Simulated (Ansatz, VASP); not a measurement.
**Na: VASP beside Ansatz**

The input INCAR:

```
SYSTEM = Na
AGGAC = 1.0 ; AGGAX = 1.0
ALDAC = 0.0 ; ALDAX = 1.0
ALGO = Normal ; EDIFF = 1E-6
ENCUT = 520 ; GGA = B5
ISIF = 2 ; ISMEAR = -1
LASPH = .TRUE. ; LCHARG = .TRUE.
LELF = .TRUE. ; LREAL = .FALSE.
LVHAR = .TRUE. ; LWAVE = .FALSE.
NBANDS = 14 ; NELM = 100
PREC = Accurate ; SIGMA = 0.1
```

The input KPOINTS:

```
k-points
0
G
  8 8 8
  0 0 0
```

The input POSCAR:

```
Na
1.0
    0.0000000000      3.9600461529      3.9600461529
    3.9600461529      0.0000000000      3.9600461529
    3.9600461529      3.9600461529      0.0000000000
Na
2
Direct
    0.1250000000      0.1250000000      0.1250000000
    0.8750000000      0.8750000000      0.8750000000
```

Input for Ansatz:

```yaml
crystal:
  lattice:
    - [0.0, 3.9600461529, 3.9600461529]
    - [3.9600461529, 0.0, 3.9600461529]
    - [3.9600461529, 3.9600461529, 0.0]
  atoms:
    - { symbol: Na, position: [0.125, 0.125, 0.125] }
    - { symbol: Na, position: [0.875, 0.875, 0.875] }
hamiltonian:
  xc: blyp
  pseudopotentials:
    kind: paw
    azcp:
      Na: "pseudopotentials/Na.paw.azcp"
basis:
  ecutwfc: 420
  fft_grid_basis: typed
kpoints:
  mp_grid: { grid: [8, 8, 8], shift: [0, 0, 0] }
magnetization:
  spin_polarized: false
scf:
  occupations: { method: fermi_dirac, width: 0.1 }
  lower_state_search: "off"
output:
  stress: true
```

Alike in both runs: task single point; functional BLYP; k mesh 8 × 8 × 8; occupations fermi-dirac, width 0.1 eV; no spin polarisation.

```csv
,VASP,Ansatz
version,VASP 6.6.1,Ansatz 0.2.0
potentials or method,"VASP PAW PBE potentials, release 64 (Na_pv), cutoff 520 eV","plane waves (420 eV) with PAW, scalar-relativistic"
valence electrons in the cell,14,18
```

|  | VASP | Ansatz | Ansatz less VASP |
| --- | --- | --- | --- |
| pressure (GPa) | 0.0 | 0.0 | +0.01 |

VASP's potentials were made for PBE, not for BLYP. VASP's potentials hold 14 valence electrons a cell and Ansatz's 18, so a difference there can come from the potentials and not from the codes.
